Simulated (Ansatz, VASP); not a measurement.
## Two plane-wave programs on Fe

Contents of INCAR:

```
SYSTEM = Fe
  AGGAC = 1.0
  AGGAX = 1.0
  ALDAC = 0.0
  ALDAX = 1.0
  ALGO = Normal
  EDIFF = 1E-6
  ENCUT = 520
  GGA = B5
  ISIF = 2
  ISMEAR = -1
  ISPIN = 2
  LASPH = .True.
  LCHARG = .False.
  LMAXMIX = 4
  LORBIT = 11
  LREAL = .False.
  LWAVE = .False.
  MAGMOM = 1.44 -1.095 -0.94 -0.94
  NBANDS = 28
  NELM = 150
  PREC = Accurate
  SIGMA = 0.05
```

File KPOINTS:

```
k-points
0
Gamma
  16 16 5
  0 0 0
```

Contents of POSCAR:

```
Fe
1.0
    2.5504220667      0.0000000000      0.0000000000
   -1.2752110334      2.2087303002      0.0000000000
    0.0000000000      0.0000000000      8.3576068157
Fe
4
Direct
    0.0000000000      0.0000000000      0.0000000000
    0.0000000000      0.0000000000      0.5000000000
    0.3333333333      0.6666666667      0.2500000000
    0.6666666667      0.3333333333      0.7500000000
```

Input for Ansatz:

```yaml
crystal:
  lattice:
    - [2.5504220667, 0.0, 0.0]
    - [-1.2752110334, 2.2087303002, 0.0]
    - [0.0, 0.0, 8.3576068157]
  atoms:
    - { symbol: Fe, position: [0.0, 0.0, 0.0], spin: 1.44 }
    - { symbol: Fe, position: [0.0, 0.0, 0.5], spin: -1.095 }
    - { symbol: Fe, position: [0.3333333333, 0.6666666667, 0.25], spin: -0.94 }
    - { symbol: Fe, position: [0.6666666667, 0.3333333333, 0.75], spin: -0.94 }
hamiltonian:
  xc: blyp
  pseudopotentials:
    kind: paw
    azcp:
      Fe: "pseudopotentials/Fe.paw.azcp"
basis:
  ecutwfc: 420
  fft_grid_basis: typed
kpoints:
  mp_grid: { grid: [16, 16, 5], shift: [0, 0, 0] }
magnetization:
  spin_polarized: true
scf:
  occupations: { method: fermi_dirac, width: 0.05 }
  lower_state_search: "off"
output:
  stress: true
  write_density: true
  write_potential: true
  elf: true
  volumetric_format: npy
```

Alike in both runs: task single point; functional BLYP; k mesh 16 × 16 × 5; occupations fermi-dirac, width 0.05 eV; collinear spin.

|  | VASP | Ansatz |
| --- | --- | --- |
| version | VASP 6.6.1 | Ansatz 0.2.0 |
| potentials or method | VASP PAW PBE potentials, release 64 (Fe), cutoff 520 eV | plane waves (420 eV) with PAW, scalar-relativistic |
| valence electrons in the cell | 32 | 64 |

|  | VASP | Ansatz | Ansatz less VASP |
| --- | --- | --- | --- |
| pressure (GPa) | -2.9 | -3.5 | -0.64 |
| traceless stress, the component that is largest in VASP (GPa) | 4.24 | 4.22 | -0.020 |
| net moment per atom (μB) | 0.90 | 0.87 | -0.026 |
| size of the moment on the site where the two differ most (μB) | 1.67 | 1.65 | -0.021 |

VASP's potentials were made for PBE, not for BLYP. Site moments also hang on the region over which each program counts them. With one functional, cell and mesh, what is left measures potentials, basis and numerics. VASP's potentials hold 32 valence electrons a cell and Ansatz's 64, so a difference there can come from the potentials and not from the codes.
